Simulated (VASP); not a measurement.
Input of a VASP 6.6.1 run:

File INCAR:

```
PREC = Accurate
ENCUT = 600
EDIFF = 1E-6
ISMEAR = -1
SIGMA = 0.05
LREAL = False
LASPH = True
NELM = 60
ALGO = Normal
ISIF = 3
LWAVE = False
LCHARG = False
GGA = PE
IVDW = 12
IBRION = 2
NSW = 80
EDIFFG = -0.01
```

The input KPOINTS:

```
Automatic mesh
0
Gamma
  7 7 7
```

The input POSCAR:

```
RbBr
1.0
    4.1260773000      0.0000000000      0.0000000000
    0.0000000000      4.1260773000      0.0000000000
    0.0000000000      0.0000000000      4.1260773000
Rb Br
1 1
Direct
    0.0000000000      0.0000000000      0.0000000000
    0.5000000000      0.5000000000      0.5000000000
```

Potentials or basis: VASP PAW PBE potentials, release 64 (Rb_sv, Br).

Run with:

```bash
$ cat potpaw_PBE.64/Rb_sv/POTCAR potpaw_PBE.64/Br/POTCAR > POTCAR
$ mpirun -np 1 vasp_std > vasp.out
```

Task: Estimate the relaxed cell.

Result: a = 4.110 Å, b = 4.110 Å, c = 4.110 Å, α = 90.00°, β = 90.00°, γ = 90.00°.

Task: What does it give for the band gap on the k mesh?

Result: 4.15 eV (least direct gap 4.28 eV).

Task: Predict the space group after relaxing (to 0.1 Å).

Result: Pm-3m (No. 221).

Task: Estimate the relaxed volume.

Result: 34.70 Å³/atom.

Step by step:
| step | energy change (eV) | largest force (eV/Å) | pressure (GPa) | volume (Å³) |
| --- | --- | --- | --- | --- |
| 1 | 0.0000 | 0.0000 | -0.18 | 70.24 |
| 2 | -0.0004 | 0.0000 | -0.09 | 69.83 |
| 3 | -0.0005 | 0.0000 | 0.01 | 69.41 |

Caveat: an odd mesh through Γ misses points on the zone boundary, where band edges can lie.
